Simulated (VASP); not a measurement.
Runs of VASP 6.6.1 on Nb. The structure is that of space group Pm-3m (No. 221), or close to it. The cells are those of the table. 

| spin | cell | k mesh | smearing | gap on the mesh (eV) | pressure (GPa) | moment (μB) |
| --- | --- | --- | --- | --- | --- | --- |
| off | a = 2.607 Å, 1 atom | 13 × 13 × 13 | fermi-dirac 0.1 eV | none | (a) | - |
| collinear, ferromagnetic start | a = 2.791 Å, 1 atom | 13 × 13 × 13 | fermi-dirac 0.05 eV | none | -9.3 | 0.00 |
| off | a = 2.684 Å, 1 atom | 13 × 13 × 13 | fermi-dirac 0.1 eV | none | (b) | - |
| off | a = 2.721 Å, 1 atom | 19 × 19 × 19 | fermi-dirac 0.1 eV | none | -0.3 | - |
| collinear, ferromagnetic start | a = 2.825 Å, 1 atom | 13 × 13 × 13 | fermi-dirac 0.05 eV | none | -12.5 | 0.00 |

Alike in all rows: task single point; level PBE; potentials or basis VASP PAW PBE potentials, release 64 (Nb_sv); cutoff (eV) 520.

**Question.** Fill in the values left out.

**Answer.** (a) 20.9; (b) 5.1.

A k mesh can miss the band edges, and the runs leave out spin-orbit coupling on Nb.

A gap of «none» marks levels without a gap at the run's occupations.
